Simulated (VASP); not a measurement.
# NaCl (R-3m) in VASP: further runs

NaCl is run at these levels: PBE; tasks: electric field gradients.

Everything below comes from runs of VASP 6.6.1. Logs are shortened: lines on timing, memory, paths and dates and some standing lists are left out, and cuts for length are marked.

## 1. The cell of the first run

The structure is trigonal, space group R-3m (No. 166). Conventional cell: a = 4.024 Å, b = 4.024 Å, c = 5.003 Å, α = 90.00°, β = 90.00°, γ = 120.00°. Within 3.3 Å of Na (site symmetry -3m) lie 8 Cl at 2.47 to 2.50 Å and 6 Na at 2.86 Å. Within 3.3 Å of Cl (site symmetry -3m) lie 8 Na at 2.47 to 2.50 Å and 6 Cl at 2.86 Å.

## 2. Electric field gradients, PBE (equal xy, yz and zx shear strains of +1 %)

INCAR reads:

```
PREC = Accurate
ENCUT = 400
EDIFF = 1E-8
ISMEAR = -1
SIGMA = 0.02
LREAL = F
LASPH = T
NELM = 120
ALGO = Normal
ISIF = 2
LWAVE = F
LCHARG = F
GGA = PE
LEFG = T
NBANDS = 14
GGA_COMPAT = F
```

KPOINTS reads:

```
Automatic mesh
0
Gamma
  8 8 8
```

POSCAR reads:

```
NaCl
1.0
    2.8600000000      0.0143000000      0.0143000000
    0.0143000000      2.8600000000      0.0143000000
    0.0143000000      0.0143000000      2.8600000000
Na Cl
1 1
Direct
    0.0000000000      0.0000000000      0.0000000000
    0.5000000000      0.5000000000      0.5000000000
```

Potentials or basis: VASP PAW PBE potentials, release 64 (Na_pv, Cl).

Run with:

```sh
$ cat potpaw_PBE.64/Na_pv/POTCAR potpaw_PBE.64/Cl/POTCAR > POTCAR
$ mpirun -np 1 vasp_std > vasp.out
```

OUTCAR:

```text
PREC = Accurate
   ENCUT = 400
   EDIFF = 1E-8
   ISMEAR = -1
   LREAL = F
   LASPH = T
   NELM = 120
   ISIF = 2
   GGA = PE

 ion  position               nearest neighbor table
   1  0.000  0.000  0.000-   2 2.47   2 2.47   2 2.47   2 2.47   2 2.47   2 2.47   2 2.50   2 2.50

   2  0.500  0.500  0.500-   1 2.47   1 2.47   1 2.47   1 2.47   1 2.47   1 2.47   1 2.50   1 2.50

  LATTYP: Found a trigonal (rhomboedric) cell.
 ALAT       =     2.8600714991
 COS(alpha) =     0.0100244988

  Lattice vectors:

 A1 = (   2.8600000000,   0.0143000000,   0.0143000000)
 A2 = (   0.0143000000,   2.8600000000,   0.0143000000)
 A3 = (   0.0143000000,   0.0143000000,   2.8600000000)

Analysis of symmetry for initial positions (statically):
=====================================================================
 Subroutine PRICEL returns:
 Original cell was already a primitive cell.

 Routine SETGRP: Setting up the symmetry group for a
 trigonal (rhombohedral) supercell.

 Subroutine GETGRP returns: Found 12 space group operations
 (whereof 12 operations were pure point group operations)
 out of a pool of 12 trial point group operations.

The static configuration has the point symmetry D_3d.

Analysis of symmetry for dynamics (positions and initial velocities):
=====================================================================
 Subroutine PRICEL returns:
 Original cell was already a primitive cell.

 Routine SETGRP: Setting up the symmetry group for a
 trigonal (rhombohedral) supercell.

 Subroutine GETGRP returns: Found 12 space group operations
 (whereof 12 operations were pure point group operations)
 out of a pool of 12 trial point group operations.

The dynamic configuration has the point symmetry D_3d.

 Subroutine INISYM returns: Found 12 space group operations
 (whereof 12 operations are pure point group operations),
 and found     1 'primitive' translations

----------------------------------------------------------------------------------------

                                     Primitive cell

  volume of cell :      23.3919

  direct lattice vectors                    reciprocal lattice vectors
     2.860000000  0.014300000  0.014300000     0.349667746 -0.001739641 -0.001739641
     0.014300000  2.860000000  0.014300000    -0.001739641  0.349667746 -0.001739641
     0.014300000  0.014300000  2.860000000    -0.001739641 -0.001739641  0.349667746

  length of vectors
     2.860071499  2.860071499  2.860071499     0.349676401  0.349676401  0.349676401

  position of ions in fractional coordinates (direct lattice)
     0.000000000  0.000000000  0.000000000
     0.500000000  0.500000000  0.500000000

  ion indices of the primitive-cell ions
   primitive index   ion index
                 1           1
                 2           2

----------------------------------------------------------------------------------------

 KPOINTS: Automatic mesh

Automatic generation of k-mesh.
 Grid dimensions read from file:
 generate k-points for:    8    8    8

 Generating k-lattice:

  Cartesian coordinates                     Fractional coordinates (reciprocal lattice)
     0.043708468 -0.000217455 -0.000217455     0.125000000  0.000000000  0.000000000
    -0.000217455  0.043708468 -0.000217455     0.000000000  0.125000000  0.000000000
    -0.000217455 -0.000217455  0.043708468     0.000000000  0.000000000  0.125000000

  Length of vectors
     0.043709550  0.043709550  0.043709550

  Shift w.r.t. Gamma in fractional coordinates (k-lattice)
     0.000000000  0.000000000  0.000000000

 Subroutine IBZKPT returns following result:
 ===========================================

 Found     65 irreducible k-points:

 Following reciprocal coordinates:
            Coordinates               Weight
  0.000000  0.000000  0.000000      1.000000
  0.125000  0.000000  0.000000      6.000000
  0.250000  0.000000  0.000000      6.000000
  0.375000  0.000000  0.000000      6.000000
  0.500000  0.000000  0.000000      3.000000
  0.125000  0.125000  0.000000      6.000000
[... 16 lines left out ...]
  0.250000  0.125000  0.125000      6.000000
  0.375000  0.125000  0.125000      6.000000
 [... further k-points ...]
   k-points           NKPTS =     65   k-points in BZ     NKDIM =     65   number of bands    NBANDS=     14
   number of dos      NEDOS =    301   number of ions     NIONS =      2
   total plane-waves  NPLWV =   8000
   dimension x,y,z NGX =    20 NGY =   20 NGZ =   20
   dimension x,y,z NGXF=    40 NGYF=   40 NGZF=   40
   ions per type =               1   1
   NGX,Y,Z   is equivalent  to a cutoff of  11.63, 11.63, 11.63 a.u.
   NGXF,Y,Z  is equivalent  to a cutoff of  23.25, 23.25, 23.25 a.u.
 SYSTEM =  unknown system
   PREC   = accura    normal or accurate (medium, high low for compatibility)
   ISTART =      0    job   : 0-new  1-cont  2-samecut
   ICHARG =      2    charge: 1-file 2-atom 10-const
   ISPIN  =      1    spin polarized calculation?
   LNONCOLLINEAR =      F non collinear calculations
   LSORBIT =      F    spin-orbit coupling
   LASPH  =      T    aspherical Exc in radial PAW
   ENCUT  =  400.0 eV  29.40 Ry    5.42 a.u.   4.66  4.66  4.66*2*pi/ulx,y,z
   NELM   =    120;   NELMIN=  2; NELMDL= -5     # of ELM steps
   EDIFF  = 0.1E-07   stopping-criterion for ELM
   LREAL  =      F    real-space projection
   EDIFFG = 0.1E-06   stopping-criterion for IOM
   NSW    =      0    number of steps for IOM
   IBRION =     -1    ionic relax: 0-MD 1-quasi-New 2-CG
   NFREE  =      0    steps in history (QN), initial steepest desc. (CG)
   ISIF   =      2    stress and relaxation
   ISYM   =      2    0-nonsym 1-usesym 2-fastsym
   POTIM  = 0.5000    time-step for ionic-motion
   TEBEG  =    0.0;   TEEND  =   0.0 temperature during run
   PSTRESS=    0.0 pullay stress
   NELECT =      14.0000    total number of electrons
   NUPDOWN=      -1.0000    fix difference up-down
   EMIN   =  10.00;   EMAX   =-10.00  energy-range for DOS
   EFERMI =   0.00;   METHOD = LEGACY
   ISMEAR =    -1;   SIGMA  =   0.02  broadening in eV -4-tet -1-fermi 0-gaus
   EFERMI_NEDOS =   21; number of points for ismear=-14 and -15
   IALGO  =     38    algorithm
   IMIX   =      4    mixing-type and parameters
     AMIX     =   0.40;   BMIX     =  1.00
     AMIX_MAG =   1.60;   BMIX_MAG =  1.00
  volume/ion in A,a.u.               =      11.70        78.93
  Fermi-wavevector in a.u.,A,eV,Ry     =   1.379629  2.607121 25.897003  1.903376
  Thomas-Fermi vector in A             =   2.504581
   LORBIT       =      0    0 simple, 1 ext, 2 COOP (PROOUT), +10 PAW based schemes
   GGA     = PE    functional components
   LHFCALC =     F    Hartree Fock is set to
   AEXX    =    0.0000 exact exchange contribution
   IVDW    =     0    specifies the selected vdW correction
   LEPSILON=     F    determine dielectric tensor
   LRPA    =     F    only Hartree local field effects (RPA)
 non-spin polarized calculation
  energy-cutoff  :      400.00
  volume of cell :       23.39
 maximum number of plane-waves:       443
   NGX =  9   NGY =  9   NGZ =  9

 number of electron      13.9999992 magnetization

 Free energy of the ion-electron system (eV)
  ---------------------------------------------------
  ext. energy  EPLUGINS =         0.00000000
  ---------------------------------------------------
  free energy    TOTEN  =        -4.19529662 eV

  energy without entropy =       -4.19529662  energy(sigma->0) =       -4.19529662

 E-fermi :   7.3153     XC(G=0): -11.3697

 val. band max:        6.8087618774   @ k =   0.5000   0.5000   0.0000
 cond. band min:      11.2271103032   @ k =   0.5000   0.5000   0.0000
 fundamental gap:      4.4183484258
 Fermi energy:         7.3152873833

 k-point     1 :       0.0000    0.0000    0.0000
  band No.  band energies     occupation
      1     -15.8932      2.00000
      2     -15.8932      2.00000
      3     -15.8867      2.00000
      4     -10.1681      2.00000
      5       5.5330      2.00000
      6       5.5330      2.00000
      7       5.5908      2.00000
      8      13.4893      0.00000
      9      13.4893      0.00000
     10      14.2513      0.00000
     11      24.5748      0.00000
     12      24.5748      0.00000
     13      24.7484      0.00000
     14      29.0416      0.00000
[... 375 lines left out ...]
 k-point    24 :       0.3750    0.1250    0.1250
  band No.  band energies     occupation
      1     -16.2199      2.00000
      2     -15.9057      2.00000
      3     -15.8935      2.00000
      4      -8.5923      2.00000
      5       0.9398      2.00000
      6       5.0449      2.00000
      7       5.1974      2.00000
      8      16.6113      0.00000
      9      16.8010      0.00000
     10      17.5200      0.00000
     11      18.1480      0.00000
     12      22.4646      0.00000
     13      23.0168      0.00000
     14      25.3929      0.00000

 [... further k-points ...]
[... 5 lines left out ...]
  --------------------------------------------------------------------------------------
  -------------------------------------------------------------------------------------
  Total        9.4774613      9.4774613      9.4774613     -0.1017605     -0.1017605     -0.1017605
  in kB      649.1378986    649.1378986    649.1378986     -6.9698631     -6.9698631     -6.9698631
  external PRESSURE =     649.1378986 kB  Pullay stress =       0.0000000 kB

 VOLUME and BASIS-vectors are now :
 -----------------------------------------------------------------------------
  energy-cutoff  :      400.00
  volume of cell :       23.39
      direct lattice vectors                 reciprocal lattice vectors
     2.860000000  0.014300000  0.014300000     0.349667746 -0.001739641 -0.001739641
     0.014300000  2.860000000  0.014300000    -0.001739641  0.349667746 -0.001739641
     0.014300000  0.014300000  2.860000000    -0.001739641 -0.001739641  0.349667746

 POSITION                                       TOTAL-FORCE (eV/Angst)
 -----------------------------------------------------------------------------------
      0.00000      0.00000      0.00000        -0.000000      0.000000      0.000000
      1.44430      1.44430      1.44430         0.000000     -0.000000      0.000000
 -----------------------------------------------------------------------------------
    total drift:                                0.000000      0.000000      0.000000

  FREE ENERGIE OF THE ION-ELECTRON SYSTEM (eV)
  ---------------------------------------------------
  free  energy   TOTEN  =        -4.1952966195 eV

  energy  without entropy=       -4.1952966195  energy(sigma->0) =       -4.19529662

 Electric field gradients (V/A^2)
---------------------------------------------------------------------
 ion       V_xx      V_yy      V_zz      V_xy      V_xz      V_yz
---------------------------------------------------------------------
   1      -0.000    -0.000     0.000     1.073     1.073     1.073
   2      -0.000    -0.000    -0.000     0.330     0.330     0.330
---------------------------------------------------------------------

 Electric field gradients after diagonalization (V/A^2)
 (convention: |V_zz| > |V_xx| > |V_yy|)
----------------------------------------------------------------------
 ion       V_xx      V_yy      V_zz     asymmetry (V_yy - V_xx)/ V_zz
----------------------------------------------------------------------
   1      -1.073    -1.073     2.146       0.000
   2      -0.330    -0.330     0.661       0.000
----------------------------------------------------------------------

           NMR quadrupolar parameters

 Cq : quadrupolar parameter    Cq=e*Q*V_zz/h
 eta: asymmetry parameters     (V_yy - V_xx)/ V_zz
 Q  : nuclear electric quadrupole moment in mb (millibarn)
----------------------------------------------------------------------
 ion       Cq(MHz)       eta       Q (mb)
----------------------------------------------------------------------
   1       0.005       0.000       1.000
   2       0.002       0.000       1.000
----------------------------------------------------------------------
```

It took 36 s on 1 thread of Intel Xeon 8259CL, shared host; peak memory 0.09 GiB.

What came out:

```yaml
Free_energy: -4.1953 eV
Pressure: 64.9 GPa
Band_gap_on_the_k_mesh: 4.42 eV
Largest_electric_field_gradient_by_atom: Na +2.1; Cl +0.7 V/Å²
```

Stress tensor (GPa, compression positive):
```
64.91 -0.70 -0.70
-0.70 64.91 -0.70
-0.70 -0.70 64.91
```

Electric field gradients, principal values (V/Å²):
```csv
atom,least,middle,greatest (by size)
1 Na,-1.073,-1.073,2.146
2 Cl,-0.330,-0.330,0.661
```

Caveat: the cell differs from its parent crystal (equal xy, yz and zx shear strains of +1 %); the cell stands under pressure; without QUAD_EFG the Cq values of the log hold for a quadrupole moment of 1 mb, not for the nuclei.

[end of part 1 of 2]
